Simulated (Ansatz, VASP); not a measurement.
**InSe: VASP beside Ansatz**

```xyz
4
Lattice="1.9730 1.1391 8.2043 -1.9730 1.1391 8.2043 0.0000 -2.2782 8.2043" Properties=species:S:1:pos:R:3 pbc="T T T"
In    0.0000    0.0000    0.0000
In    0.0000    0.0000    2.7616
Se    0.0000    0.0000   15.1492
Se    0.0000    0.0000   20.4286
```

Change from the starting cell: volume scaled by 0.96.

Alike in both runs: task single point; functional PBEsol; k mesh 7 × 7 × 7; occupations fermi-dirac, width 0.01 eV; no spin polarisation.

|  | VASP | Ansatz |
| --- | --- | --- |
| version | VASP 6.6.1 | Ansatz 0.2.0 |
| potentials or method | VASP PAW PBE potentials, release 64 (In_d, Se), cutoff 520 eV | all-electron LAPW, scalar-relativistic |

|  | VASP | Ansatz | Ansatz less VASP |
| --- | --- | --- | --- |
| gap on the k mesh at the Fermi level (eV) | 0.76 | 0.77 | +0.012 |
| pressure (GPa) | 2.7 | 2.6 | -0.06 |
| traceless stress, the component that is largest in VASP (GPa) | -0.52 | -0.51 | +0.013 |
| rms of the force components (eV/Å) | 0.198 | 0.186 | -0.0123 |

VASP's potentials were made for PBE, not for PBEsol. Atom by atom the forces differ by 0.012 eV/Å (rms over components). Ansatz ran all-electron here, and VASP with PAW potentials.
